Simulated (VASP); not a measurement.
# Sr6Sn2NO (Fm-3m) in VASP: single point with LDA

Aim: the single point of Sr6Sn2NO with LDA.

Everything below comes from runs of VASP 6.6.1. Logs are shortened: lines on timing, memory, paths and dates and some standing lists are left out, and cuts for length are marked.

### 1 The cell of the first run

It takes space group Fm-3m (No. 225, cubic). Conventional cell: a = 10.436 Å, b = 10.436 Å, c = 10.436 Å, α = 90.00°, β = 90.00°, γ = 90.00°. Sr (site symmetry 4mm) has 1 N at 2.59 Å and 1 O at 2.63 Å within 3.4 Å. Within 4.8 Å of Sn (site symmetry -43m) lie 12 Sr at 3.69 Å and 4 N at 4.52 Å and 4 O at 4.52 Å. N (site symmetry m-3m) has 6 Sr at 2.59 Å within 3.4 Å. O (site symmetry m-3m) has 6 Sr at 2.63 Å within 3.5 Å.

### 2 Single point, LDA

POSCAR reads:

```
Sr6Sn2NO
1.0
    0.0000000000      5.2179800000      5.2179800000
    5.2179800000      0.0000000000      5.2179800000
    5.2179800000      5.2179800000      0.0000000000
Sr Sn N O
6 2 1 1
Direct
    0.2479640000      0.7520360000      0.7520360000
    0.2479640000      0.7520360000      0.2479640000
    0.7520360000      0.2479640000      0.7520360000
    0.7520360000      0.7520360000      0.2479640000
    0.2479640000      0.2479640000      0.7520360000
    0.7520360000      0.2479640000      0.2479640000
    0.2500000000      0.2500000000      0.2500000000
    0.7500000000      0.7500000000      0.7500000000
    0.0000000000      0.0000000000      0.0000000000
    0.5000000000      0.5000000000      0.5000000000
```

INCAR.step1 reads:

```
SYSTEM = Sr6Sn2NO
PREC = Accurate ; ENCUT = 520
EDIFF = 1E-6 ; ISMEAR = 0
SIGMA = 0.05 ; LREAL = .FALSE.
LASPH = .TRUE. ; NELM = 100
ALGO = Normal ; ISIF = 2
LWAVE = .FALSE. ; LCHARG = .TRUE.
NBANDS = 60
```

KPOINTS.step1 reads:

```
Automatic mesh
0
G
  4 4 4
  0 0 0
```

INCAR.step2 reads:

```
SYSTEM = Sr6Sn2NO
PREC = Accurate ; ENCUT = 520
EDIFF = 1E-6 ; ISMEAR = -5
SIGMA = 0.05 ; LREAL = .FALSE.
LASPH = .TRUE. ; NELM = 100
ALGO = Normal ; ISIF = 2
LWAVE = .FALSE. ; LCHARG = .FALSE.
LORBIT = 11 ; NEDOS = 2001
ICHARG = 11
```

KPOINTS.step2 reads:

```
Automatic mesh
0
G
  6 6 6
  0 0 0
```

Potentials or basis: VASP PAW LDA potentials, release 64 (Sr_sv, Sn_d, N, O).

Run with:

```bash
cat potpaw_LDA.64/Sr_sv/POTCAR potpaw_LDA.64/Sn_d/POTCAR potpaw_LDA.64/N/POTCAR potpaw_LDA.64/O/POTCAR > POTCAR
cp INCAR.step1 INCAR
cp KPOINTS.step1 KPOINTS
mpirun -np 1 vasp_std > vasp.out
cp INCAR.step2 INCAR
cp KPOINTS.step2 KPOINTS
mpirun -np 1 vasp_std > vasp.out
```

OUTCAR:

```text
SYSTEM = Sr6Sn2NO
   PREC = Accurate
   ENCUT = 520
   EDIFF = 1E-6
   ISMEAR = -5
   LREAL = .FALSE.
   LASPH = .TRUE.
   NELM = 100
   ISIF = 2
   LORBIT = 11
   ICHARG = 11

 ion  position               nearest neighbor table
   1  0.248  0.752  0.752-   9 2.59  10 2.63   4 3.66   5 3.66   2 3.66   3 3.66   8 3.69   8 3.69
                             7 3.69   7 3.69   2 3.72   3 3.72   5 3.72   4 3.72
   2  0.248  0.752  0.248-   9 2.59  10 2.63   5 3.66   6 3.66   1 3.66   4 3.66   7 3.69   8 3.69
                             8 3.69   7 3.69   4 3.72   6 3.72   5 3.72   1 3.72
   3  0.752  0.248  0.752-   9 2.59  10 2.63   5 3.66   6 3.66   1 3.66   4 3.66   8 3.69   8 3.69
                             7 3.69   7 3.69   4 3.72   1 3.72   5 3.72   6 3.72
   4  0.752  0.752  0.248-   9 2.59  10 2.63   3 3.66   6 3.66   1 3.66   2 3.66   8 3.69   8 3.69
                             7 3.69   7 3.69   3 3.72   1 3.72   2 3.72   6 3.72
   5  0.248  0.248  0.752-   9 2.59  10 2.63   3 3.66   6 3.66   1 3.66   2 3.66   7 3.69   8 3.69
                             8 3.69   7 3.69   6 3.72   1 3.72   3 3.72   2 3.72
   6  0.752  0.248  0.248-   9 2.59  10 2.63   4 3.66   5 3.66   2 3.66   3 3.66   7 3.69   8 3.69
                             8 3.69   7 3.69   3 3.72   2 3.72   5 3.72   4 3.72
   7  0.250  0.250  0.250-   3 3.69   6 3.69   1 3.69   2 3.69   1 3.69   3 3.69   2 3.69   6 3.69
                             5 3.69   4 3.69   5 3.69   4 3.69
   8  0.750  0.750  0.750-   1 3.69   3 3.69   2 3.69   6 3.69   3 3.69   6 3.69   1 3.69   2 3.69
                             4 3.69   4 3.69   5 3.69   5 3.69
   9  0.000  0.000  0.000-   1 2.59   2 2.59   3 2.59   4 2.59   5 2.59   6 2.59
  10  0.500  0.500  0.500-   1 2.63   2 2.63   3 2.63   4 2.63   5 2.63   6 2.63

  LATTYP: Found a face centered cubic cell.
 ALAT       =    10.4359600000

  Lattice vectors:

 A1 = (   0.0000000000,   5.2179800000,   5.2179800000)
 A2 = (   5.2179800000,   0.0000000000,   5.2179800000)
 A3 = (   5.2179800000,   5.2179800000,   0.0000000000)

Analysis of symmetry for initial positions (statically):
=====================================================================
 Subroutine PRICEL returns:
 Original cell was already a primitive cell.

 Routine SETGRP: Setting up the symmetry group for a
 face centered cubic supercell.

 Subroutine GETGRP returns: Found 48 space group operations
 (whereof 48 operations were pure point group operations)
 out of a pool of 48 trial point group operations.

The static configuration has the point symmetry O_h .

Analysis of symmetry for dynamics (positions and initial velocities):
=====================================================================
 Subroutine PRICEL returns:
 Original cell was already a primitive cell.

 Routine SETGRP: Setting up the symmetry group for a
 face centered cubic supercell.

 Subroutine GETGRP returns: Found 48 space group operations
 (whereof 48 operations were pure point group operations)
 out of a pool of 48 trial point group operations.

The dynamic configuration has the point symmetry O_h .

 Subroutine INISYM returns: Found 48 space group operations
 (whereof 48 operations are pure point group operations),
 and found     1 'primitive' translations

----------------------------------------------------------------------------------------

                                     Primitive cell

  volume of cell :     284.1432

  direct lattice vectors                    reciprocal lattice vectors
     0.000000000  5.217980000  5.217980000    -0.095822521  0.095822521  0.095822521
     5.217980000  0.000000000  5.217980000     0.095822521 -0.095822521  0.095822521
     5.217980000  5.217980000  0.000000000     0.095822521  0.095822521 -0.095822521

  length of vectors
     7.379338084  7.379338084  7.379338084     0.165969476  0.165969476  0.165969476

  position of ions in fractional coordinates (direct lattice)
     0.247964000  0.752036000  0.752036000
     0.247964000  0.752036000  0.247964000
     0.752036000  0.247964000  0.752036000
     0.752036000  0.752036000  0.247964000
     0.247964000  0.247964000  0.752036000
     0.752036000  0.247964000  0.247964000
     0.250000000  0.250000000  0.250000000
     0.750000000  0.750000000  0.750000000
     0.000000000  0.000000000  0.000000000
     0.500000000  0.500000000  0.500000000

  ion indices of the primitive-cell ions
   primitive index   ion index
                 1           1
[... 24 lines left out ...]

  Length of vectors
     0.027661579  0.027661579  0.027661579

  Shift w.r.t. Gamma in fractional coordinates (k-lattice)
     0.000000000  0.000000000  0.000000000

 TETIRR: Found     35 inequivalent tetrahedra from     1296

 Subroutine IBZKPT returns following result:
 ===========================================

 Found     16 irreducible k-points:

 Following reciprocal coordinates:
            Coordinates               Weight
  0.000000  0.000000  0.000000      1.000000
  0.166667  0.000000  0.000000      8.000000
  0.333333  0.000000  0.000000      8.000000
  0.500000  0.000000  0.000000      4.000000
  0.166667  0.166667  0.000000      6.000000
  0.333333  0.166667  0.000000     24.000000
[... 8 lines left out ...]
 -0.333333  0.333333  0.166667     24.000000
 -0.333333  0.500000  0.166667     12.000000
   k-points           NKPTS =     16   k-points in BZ     NKDIM =     16   number of bands    NBANDS=     59
   number of dos      NEDOS =   2001   number of ions     NIONS =     10
   total plane-waves  NPLWV = 175616
   dimension x,y,z NGX =    56 NGY =   56 NGZ =   56
   dimension x,y,z NGXF=   112 NGYF=  112 NGZF=  112
   ions per type =               6   2   1   1
   NGX,Y,Z   is equivalent  to a cutoff of  12.62, 12.62, 12.62 a.u.
   NGXF,Y,Z  is equivalent  to a cutoff of  25.23, 25.23, 25.23 a.u.
 SYSTEM =  Sr6Sn2NO
   PREC   = accura    normal or accurate (medium, high low for compatibility)
   ISTART =      0    job   : 0-new  1-cont  2-samecut
   ICHARG =     11    charge: 1-file 2-atom 10-const
   ISPIN  =      1    spin polarized calculation?
   LNONCOLLINEAR =      F non collinear calculations
   LSORBIT =      F    spin-orbit coupling
   LASPH  =      T    aspherical Exc in radial PAW
   ENCUT  =  520.0 eV  38.22 Ry    6.18 a.u.  13.72 13.72 13.72*2*pi/ulx,y,z
   NELM   =    100;   NELMIN=  2; NELMDL=  0     # of ELM steps
   EDIFF  = 0.1E-05   stopping-criterion for ELM
   LREAL  =      F    real-space projection
[... 7 lines left out ...]
   TEBEG  =    0.0;   TEEND  =   0.0 temperature during run
   PSTRESS=    0.0 pullay stress
   NELECT =      99.0000    total number of electrons
   NUPDOWN=      -1.0000    fix difference up-down
   EMIN   =  10.00;   EMAX   =-10.00  energy-range for DOS
   EFERMI =   0.00;   METHOD = LEGACY
   ISMEAR =    -5;   SIGMA  =   0.05  broadening in eV -4-tet -1-fermi 0-gaus
   EFERMI_NEDOS =   21; number of points for ismear=-14 and -15
   IALGO  =     38    algorithm
   IMIX   =      4    mixing-type and parameters
     AMIX     =   0.40;   BMIX     =  1.00
     AMIX_MAG =   1.60;   BMIX_MAG =  1.00
  volume/ion in A,a.u.               =      28.41       191.75
  Fermi-wavevector in a.u.,A,eV,Ry     =   1.151969  2.176906 18.055377  1.327033
  Thomas-Fermi vector in A             =   2.288623
   LORBIT       =     11    0 simple, 1 ext, 2 COOP (PROOUT), +10 PAW based schemes
   GGA     = CA    functional components
   LHFCALC =     F    Hartree Fock is set to
   AEXX    =    0.0000 exact exchange contribution
   IVDW    =     0    specifies the selected vdW correction
   LEPSILON=     F    determine dielectric tensor
   LRPA    =     F    only Hartree local field effects (RPA)
 non-spin polarized calculation
 Fermi weights with tetrahedron method with Bloechl corrections
  energy-cutoff  :      520.00
  volume of cell :      284.14
 maximum number of plane-waves:      7727

 number of electron      99.0000019 magnetization

 Free energy of the ion-electron system (eV)
  ---------------------------------------------------
  ext. energy  EPLUGINS =         0.00000000
  ---------------------------------------------------
  free energy    TOTEN  =       -47.09493902 eV

  energy without entropy =      -47.09493902  energy(sigma->0) =      -47.09493902

 E-fermi :   2.9305     XC(G=0):  -9.4231

 val. band max:        2.9563624523   @ k =   0.1667   0.0000   0.0000
 cond. band min:       3.0445213644   @ k =   0.3333   0.3333   0.0000
 fundamental gap:      0.0881589121
 Fermi energy:         2.9305406723

 k-point     1 :       0.0000    0.0000    0.0000
  band No.  band energies     occupation
      1     -31.7407      2.00000
      2     -31.6703      2.00000
      3     -31.6703      2.00000
      4     -31.6703      2.00000
      5     -31.6371      2.00000
      6     -31.6371      2.00000
[... 981 lines left out ...]
     58       6.2205      0.00000
     59       6.3165      0.00000

------------------------ aborting loop because EDIFF is reached ----------------------------------------

  FORCE on cell =-STRESS in cart. coord.  units (eV):
  Direction    XX          YY          ZZ          XY          YZ          ZX
  --------------------------------------------------------------------------------------
  -------------------------------------------------------------------------------------
  Total       -6.3839649     -6.3839649     -6.3839649     -0.0000000     -0.0000000      0.0000000
  in kB      -35.9967958    -35.9967958    -35.9967958     -0.0000000     -0.0000000      0.0000000
  external PRESSURE =     -35.9967958 kB  Pullay stress =       0.0000000 kB

 VOLUME and BASIS-vectors are now :
 -----------------------------------------------------------------------------
  energy-cutoff  :      520.00
  volume of cell :      284.14
      direct lattice vectors                 reciprocal lattice vectors
     0.000000000  5.217980000  5.217980000    -0.095822521  0.095822521  0.095822521
     5.217980000  0.000000000  5.217980000     0.095822521 -0.095822521  0.095822521
     5.217980000  5.217980000  0.000000000     0.095822521  0.095822521 -0.095822521

 POSITION                                       TOTAL-FORCE (eV/Angst)
 -----------------------------------------------------------------------------------
      7.84822      5.21798      5.21798         0.016966      0.000000     -0.000000
      5.21798      2.58774      5.21798        -0.000000     -0.016966     -0.000000
      5.21798      7.84822      5.21798        -0.000000      0.016966     -0.000000
      5.21798      5.21798      7.84822        -0.000000      0.000000      0.016966
      5.21798      5.21798      2.58774        -0.000000      0.000000     -0.016966
      2.58774      5.21798      5.21798        -0.016966      0.000000     -0.000000
      2.60899      2.60899      2.60899        -0.000000     -0.000000     -0.000000
      7.82697      7.82697      7.82697        -0.000000      0.000000      0.000000
      0.00000      0.00000      0.00000        -0.000000      0.000000      0.000000
      5.21798      5.21798      5.21798        -0.000000      0.000000      0.000000
 -----------------------------------------------------------------------------------
    total drift:                                0.000000      0.000000      0.000000

  FREE ENERGIE OF THE ION-ELECTRON SYSTEM (eV)
  ---------------------------------------------------
  free  energy   TOTEN  =       -47.0949390208 eV

  energy  without entropy=      -47.0949390208  energy(sigma->0) =      -47.09493902

 total charge

# of ion       s       p       d       tot
------------------------------------------
    1        2.028   5.763   0.236   8.027
    2        2.028   5.763   0.236   8.027
    3        2.028   5.763   0.236   8.027
    4        2.028   5.763   0.236   8.027
    5        2.028   5.763   0.236   8.027
    6        2.028   5.763   0.236   8.027
    7        1.162   1.217   9.912  12.291
    8        1.162   1.217   9.912  12.291
    9        1.237   2.308   0.000   3.545
   10        1.543   3.366   0.000   4.910
--------------------------------------------------
tot         17.272  42.689  21.241  81.202
```

It took 15 min on 1 thread of Intel Xeon 8259CL, shared host; peak memory 0.45 GiB.

Results:

- Valence electrons inside the program's atomic spheres: Sr 8.03; Sn 12.29; N 3.54; O 4.91

Levels at points of the mesh, in eV from the Fermi level:
| k point | band 48 | band 49 | band 50 | band 51 | band 52 | band 53 |
| --- | --- | --- | --- | --- | --- | --- |
| (0.00, 0.00, 0.00) | 0.74 | 0.74 | 0.83 | 0.83 | 0.83 | 1.62 |
| (0.50, 0.00, 0.00) | -0.44 | -0.30 | -0.30 | 2.19 | 2.19 | 2.26 |
| (0.50, 0.50, 0.00) | -0.28 | -0.02 | -0.02 | 1.99 | 2.13 | 2.38 |

Caveat: spin-orbit coupling is left out, which moves the levels of the heavy elements; an odd number of electrons without spin polarisation forces a metal; a magnetic or distorted state may lie lower.
